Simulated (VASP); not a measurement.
# BP (I-4m2) in VASP: notebook

The runs below take BP through single point, with PBE.

All numbers are computed with VASP 6.6.1; they aren't measurements. Logs are shortened: lines on timing, memory, paths and dates and some standing lists are left out, and cuts for length are marked.

## 1. The cell of the first run

It takes space group I-4m2 (No. 119, tetragonal). The conventional cell has a = 3.116 Å, b = 3.116 Å, c = 4.587 Å, α = 90.00°, β = 90.00°, γ = 90.00°. B (site symmetry -4m2) has 4 P at 1.93 Å within 2.6 Å. Within 2.6 Å of P (site symmetry -4m2) lie 4 B at 1.93 Å.

## 2. Single point, PBE (11.13 Å³/atom)

INCAR

```
PREC = Accurate
ENCUT = 520
EDIFF = 1E-6
ISMEAR = 0
SIGMA = 0.05
LREAL = F
LASPH = T
NELM = 80
ALGO = Normal
ISIF = 2
LWAVE = F
LCHARG = T
GGA = PE
LELF = T
LVHAR = T
NBANDS = 11
```

KPOINTS

```
Automatic mesh
0
Gamma
  12 12 12
```

POSCAR

```
BP
1.0
    0.0000000000      2.2935993595      2.2032654750
    2.2032654750      0.0000000000      2.2032654750
    2.2032654750      2.2935993595      0.0000000000
B P
1 1
Direct
    0.0000000000      0.0000000000      0.0000000000
    0.7500000000      0.7500000000      0.7500000000
```

Potentials or basis: VASP PAW PBE potentials, release 64 (B, P).

Run with:

```
$ cat potpaw_PBE.64/B/POTCAR potpaw_PBE.64/P/POTCAR > POTCAR
$ mpirun -np 1 vasp_std > vasp.out
```

OUTCAR:

```text
PREC = Accurate
   ENCUT = 520
   EDIFF = 1E-6
   ISMEAR = 0
   LREAL = F
   LASPH = T
   NELM = 80
   ISIF = 2
   GGA = PE

 ion  position               nearest neighbor table
   1  0.000  0.000  0.000-   2 1.93   2 1.93   2 1.93   2 1.93
   2  0.750  0.750  0.750-   1 1.93   1 1.93   1 1.93   1 1.93

  LATTYP: Found a body centered tetragonal cell.
 ALAT       =     3.1158879163
 C/A-ratio  =     1.4721963184

  Lattice vectors:

 A1 = (   0.0000000000,  -2.2935993595,   2.2032654750)
 A2 = (   0.0000000000,  -2.2935993595,  -2.2032654750)
 A3 = (   2.2032654750,   2.2935993595,   0.0000000000)

Analysis of symmetry for initial positions (statically):
=====================================================================
 Subroutine PRICEL returns:
 Original cell was already a primitive cell.

 Routine SETGRP: Setting up the symmetry group for a
 body centered tetragonal supercell.

 Subroutine GETGRP returns: Found  8 space group operations
 (whereof  8 operations were pure point group operations)
 out of a pool of 16 trial point group operations.

The static configuration has the point symmetry D_2d.

Analysis of symmetry for dynamics (positions and initial velocities):
=====================================================================
 Subroutine PRICEL returns:
 Original cell was already a primitive cell.

 Routine SETGRP: Setting up the symmetry group for a
 body centered tetragonal supercell.

 Subroutine GETGRP returns: Found  8 space group operations
 (whereof  8 operations were pure point group operations)
 out of a pool of 16 trial point group operations.

The dynamic configuration has the point symmetry D_2d.

 Subroutine INISYM returns: Found  8 space group operations
 (whereof  8 operations are pure point group operations),
 and found     1 'primitive' translations

----------------------------------------------------------------------------------------

                                     Primitive cell

  volume of cell :      22.2680

  direct lattice vectors                    reciprocal lattice vectors
     0.000000000  2.293599359  2.203265475    -0.226935885  0.217997968  0.226935885
     2.203265475  0.000000000  2.203265475     0.226935885 -0.217997968  0.226935885
     2.203265475  2.293599359  0.000000000     0.226935885  0.217997968 -0.226935885

  length of vectors
     3.180405128  3.115887916  3.180405128     0.387972816  0.387972816  0.387972816

  position of ions in fractional coordinates (direct lattice)
     0.000000000  0.000000000  0.000000000
     0.750000000  0.750000000  0.750000000

  ion indices of the primitive-cell ions
   primitive index   ion index
                 1           1
                 2           2

----------------------------------------------------------------------------------------

 KPOINTS: Automatic mesh

Automatic generation of k-mesh.
 Grid dimensions read from file:
 generate k-points for:   12   12   12

 Generating k-lattice:

  Cartesian coordinates                     Fractional coordinates (reciprocal lattice)
    -0.018911324  0.018166497  0.018911324     0.083333333  0.000000000 -0.000000000
     0.018911324 -0.018166497  0.018911324     0.000000000  0.083333333  0.000000000
     0.018911324  0.018166497 -0.018911324    -0.000000000  0.000000000  0.083333333

  Length of vectors
     0.032331068  0.032331068  0.032331068

  Shift w.r.t. Gamma in fractional coordinates (k-lattice)
     0.000000000  0.000000000  0.000000000

 Subroutine IBZKPT returns following result:
 ===========================================

 Found    163 irreducible k-points:

 Following reciprocal coordinates:
            Coordinates               Weight
  0.000000  0.000000  0.000000      1.000000
  0.083333  0.000000  0.000000      8.000000
  0.166667  0.000000  0.000000      8.000000
  0.250000  0.000000  0.000000      8.000000
  0.333333  0.000000  0.000000      8.000000
  0.416667  0.000000  0.000000      8.000000
[... 16 lines left out ...]
  0.500000  0.166667  0.000000     16.000000
 -0.416667  0.166667  0.000000     16.000000
 [... further k-points ...]
   k-points           NKPTS =    163   k-points in BZ     NKDIM =    163   number of bands    NBANDS=     11
   number of dos      NEDOS =    301   number of ions     NIONS =      2
   total plane-waves  NPLWV =  13824
   dimension x,y,z NGX =    24 NGY =   24 NGZ =   24
   dimension x,y,z NGXF=    48 NGYF=   48 NGZF=   48
   ions per type =               1   1
   NGX,Y,Z   is equivalent  to a cutoff of  12.55, 12.81, 12.55 a.u.
   NGXF,Y,Z  is equivalent  to a cutoff of  25.09, 25.61, 25.09 a.u.
 SYSTEM =  unknown system
   PREC   = accura    normal or accurate (medium, high low for compatibility)
   ISTART =      0    job   : 0-new  1-cont  2-samecut
   ICHARG =      2    charge: 1-file 2-atom 10-const
   ISPIN  =      1    spin polarized calculation?
   LNONCOLLINEAR =      F non collinear calculations
   LSORBIT =      F    spin-orbit coupling
   LASPH  =      T    aspherical Exc in radial PAW
   ENCUT  =  520.0 eV  38.22 Ry    6.18 a.u.   5.91  5.79  5.91*2*pi/ulx,y,z
   NELM   =     80;   NELMIN=  2; NELMDL= -5     # of ELM steps
   EDIFF  = 0.1E-05   stopping-criterion for ELM
   LREAL  =      F    real-space projection
   EDIFFG = 0.1E-04   stopping-criterion for IOM
   NSW    =      0    number of steps for IOM
   IBRION =     -1    ionic relax: 0-MD 1-quasi-New 2-CG
   NFREE  =      0    steps in history (QN), initial steepest desc. (CG)
   ISIF   =      2    stress and relaxation
   ISYM   =      2    0-nonsym 1-usesym 2-fastsym
   POTIM  = 0.5000    time-step for ionic-motion
   TEBEG  =    0.0;   TEEND  =   0.0 temperature during run
   PSTRESS=    0.0 pullay stress
   NELECT =       8.0000    total number of electrons
   NUPDOWN=      -1.0000    fix difference up-down
   EMIN   =  10.00;   EMAX   =-10.00  energy-range for DOS
   EFERMI =   0.00;   METHOD = LEGACY
   ISMEAR =     0;   SIGMA  =   0.05  broadening in eV -4-tet -1-fermi 0-gaus
   EFERMI_NEDOS =   21; number of points for ismear=-14 and -15
   IALGO  =     38    algorithm
   IMIX   =      4    mixing-type and parameters
     AMIX     =   0.40;   BMIX     =  1.00
     AMIX_MAG =   1.60;   BMIX_MAG =  1.00
  volume/ion in A,a.u.               =      11.13        75.14
  Fermi-wavevector in a.u.,A,eV,Ry     =   1.163798  2.199260 18.428094  1.354427
  Thomas-Fermi vector in A             =   2.300344
   LORBIT       =      0    0 simple, 1 ext, 2 COOP (PROOUT), +10 PAW based schemes
   GGA     = PE    functional components
   LHFCALC =     F    Hartree Fock is set to
   AEXX    =    0.0000 exact exchange contribution
   IVDW    =     0    specifies the selected vdW correction
   LEPSILON=     F    determine dielectric tensor
   LRPA    =     F    only Hartree local field effects (RPA)
 non-spin polarized calculation
 Gauss-broadening in eV      SIGMA  =   0.05
  energy-cutoff  :      520.00
  volume of cell :       22.27
 maximum number of plane-waves:       614
   NGX = 11   NGY = 11   NGZ = 11

 number of electron       8.0000001 magnetization

 Free energy of the ion-electron system (eV)
  ---------------------------------------------------
  ext. energy  EPLUGINS =         0.00000000
  ---------------------------------------------------
  free energy    TOTEN  =       -12.87391515 eV

  energy without entropy =      -12.87391515  energy(sigma->0) =      -12.87391515

 E-fermi :   8.3732     XC(G=0): -11.1171

 val. band max:        8.1546958294   @ k =   0.0000   0.0000   0.0000
 cond. band min:       9.0105172703   @ k =   0.4167   0.4167   0.0000
 fundamental gap:      0.8558214410
 Fermi energy:         8.3731680293

 k-point     1 :       0.0000    0.0000    0.0000
  band No.  band energies     occupation
      1      -7.8833      2.00000
      2       7.7318      2.00000
      3       8.1547      2.00000
      4       8.1547      2.00000
      5      11.4252      0.00000
      6      11.4252      0.00000
      7      11.6435      0.00000
      8      16.0964      0.00000
      9      19.6801      0.00000
     10      19.8799      0.00000
     11      20.8377      0.00000

 k-point     2 :       0.0833    0.0000    0.0000
  band No.  band energies     occupation
      1      -7.7530      2.00000
      2       6.9874      2.00000
      3       7.6808      2.00000
      4       7.9424      2.00000
      5      11.7166      0.00000
      6      11.7400      0.00000
      7      12.0328      0.00000
      8      16.4286      0.00000
      9      19.2113      0.00000
     10      20.2164      0.00000
     11      20.2944      0.00000

 k-point     3 :       0.1667    0.0000    0.0000
  band No.  band energies     occupation
      1      -7.3649      2.00000
      2       5.0923      2.00000
      3       7.1500      2.00000
      4       7.5025      2.00000
      5      12.0510      0.00000
      6      12.4045      0.00000
      7      12.6100      0.00000
      8      17.2423      0.00000
      9      18.6856      0.00000
     10      19.3888      0.00000
     11      21.1734      0.00000

 k-point     4 :       0.2500    0.0000    0.0000
  band No.  band energies     occupation
      1      -6.7305      2.00000
      2       3.0208      2.00000
      3       6.6435      2.00000
      4       7.0710      2.00000
      5      12.0756      0.00000
      6      12.9449      0.00000
      7      12.9718      0.00000
      8      18.0430      0.00000
      9      18.9349      0.00000
     10      19.2332      0.00000
     11      21.5362      0.00000
[... 239 lines left out ...]
 k-point    22 :       0.4167    0.1667    0.0000
  band No.  band energies     occupation
      1      -5.0842      2.00000
      2       0.7402      2.00000
      3       4.8904      2.00000
      4       5.2036      2.00000
      5      11.0514      0.00000
      6      14.4055      0.00000
      7      15.1613      0.00000
      8      15.4979      0.00000
      9      21.3587      0.00000
     10      22.9224      0.00000
     11      24.1884      0.00000

 k-point    23 :       0.5000    0.1667    0.0000
  band No.  band energies     occupation
      1      -4.1913      2.00000
      2      -0.6433      2.00000
      3       4.4455      2.00000
      4       5.2205      2.00000
      5      11.1760      0.00000
      6      14.1770      0.00000
      7      15.0885      0.00000
      8      17.0048      0.00000
      9      20.8911      0.00000
     10      23.0598      0.00000
     11      24.7936      0.00000

 k-point    24 :      -0.4167    0.1667    0.0000
  band No.  band energies     occupation
      1      -4.0374      2.00000
      2      -0.8534      2.00000
      3       4.1111      2.00000
      4       5.4726      2.00000
      5      11.4287      0.00000
      6      13.9626      0.00000
      7      14.9390      0.00000
      8      18.6392      0.00000
      9      20.0606      0.00000
     10      21.2804      0.00000
     11      24.6911      0.00000

 [... further k-points ...]

------------------------ aborting loop because EDIFF is reached ----------------------------------------

  FORCE on cell =-STRESS in cart. coord.  units (eV):
  Direction    XX          YY          ZZ          XY          YZ          ZX
  --------------------------------------------------------------------------------------
  -------------------------------------------------------------------------------------
  Total        1.8737608      0.2310970      1.8737608      0.0000000      0.0000000      0.0000000
  in kB      134.8166489     16.6273778    134.8166489      0.0000000      0.0000000      0.0000000
  external PRESSURE =      95.4202252 kB  Pullay stress =       0.0000000 kB

 VOLUME and BASIS-vectors are now :
 -----------------------------------------------------------------------------
  energy-cutoff  :      520.00
  volume of cell :       22.27
      direct lattice vectors                 reciprocal lattice vectors
     0.000000000  2.293599359  2.203265475    -0.226935885  0.217997968  0.226935885
     2.203265475  0.000000000  2.203265475     0.226935885 -0.217997968  0.226935885
     2.203265475  2.293599359  0.000000000     0.226935885  0.217997968 -0.226935885

 POSITION                                       TOTAL-FORCE (eV/Angst)
 -----------------------------------------------------------------------------------
      0.00000      0.00000      0.00000        -0.000000      0.000000     -0.000000
      3.30490      3.44040      3.30490         0.000000      0.000000      0.000000
 -----------------------------------------------------------------------------------
    total drift:                                0.000000     -0.000000      0.000000

  FREE ENERGIE OF THE ION-ELECTRON SYSTEM (eV)
  ---------------------------------------------------
  free  energy   TOTEN  =       -12.8739151510 eV

  energy  without entropy=      -12.8739151510  energy(sigma->0) =      -12.87391515
```

It took 23 s on 1 thread of Intel Xeon 8259CL, shared host; peak memory 0.16 GiB.

What came out:

```yaml
Free_energy: -12.8739 eV
Pressure: 9.5 GPa
Band_gap_on_the_k_mesh: 0.86 eV (least direct gap 3.27 eV)
```

Stress tensor (GPa, compression positive):
```
13.48  0.00  0.00
 0.00  1.66  0.00
 0.00  0.00 13.48
```

Caveat: the cell stands under pressure.

## 3. Single point, PBE (11.45 Å³/atom)

This run uses another cell than the first one, of 11.45 Å³/atom.

INCAR

```
PREC = Accurate
ENCUT = 520
EDIFF = 1E-6
ISMEAR = 0
SIGMA = 0.05
LREAL = False
LASPH = True
NELM = 80
ALGO = Normal
ISIF = 2
LWAVE = False
LCHARG = False
GGA = PE
NBANDS = 11
```

KPOINTS is that of step 2.

POSCAR

```
BP
1.0
    0.0000000000      2.3148936695      2.2237211043
    2.2237211043      0.0000000000      2.2237211043
    2.2237211043      2.3148936695      0.0000000000
B P
1 1
Direct
    0.0000000000      0.0000000000      0.0000000000
    0.7500000000      0.7500000000      0.7500000000
```

Potentials or basis: VASP PAW PBE potentials, release 64 (B, P).

Run with:

```
$ cat potpaw_PBE.64/B/POTCAR potpaw_PBE.64/P/POTCAR > POTCAR
$ mpirun -np 1 vasp_std > vasp.out
```

Wall time 47 s (1 thread of Intel Xeon 8259CL, shared host); peak memory 0.16 GiB.

The run converged. Its results:

```yaml
Free_energy: -12.9012 eV
Pressure: 4.3 GPa
Band_gap_on_the_k_mesh: 0.90 eV (least direct gap 3.23 eV)
```

Stress tensor (GPa, compression positive):
```
 8.20  0.00  0.00
 0.00 -3.36  0.00
 0.00  0.00  8.20
```

Levels at points of the mesh, in eV from the valence-band top:
| k point | band 2 | band 3 | band 4 | band 5 | band 6 | band 7 |
| --- | --- | --- | --- | --- | --- | --- |
| (0.00, 0.00, 0.00) | -0.42 | 0.00 | 0.00 | 3.23 | 3.23 | 3.45 |
| (0.50, 0.00, 0.00) | -9.32 | -2.19 | -1.65 | 3.51 | 4.65 | 4.79 |
| (0.50, 0.50, 0.00) | -8.70 | -4.50 | -4.42 | 1.01 | 1.31 | 11.67 |
| (0.50, 0.00, 0.50) | -9.07 | -4.04 | -4.04 | 1.45 | 1.89 | 12.18 |

Caveat: the cell stands under pressure. A k mesh can miss the band edges.

(Part 1 of 2 ends here.)
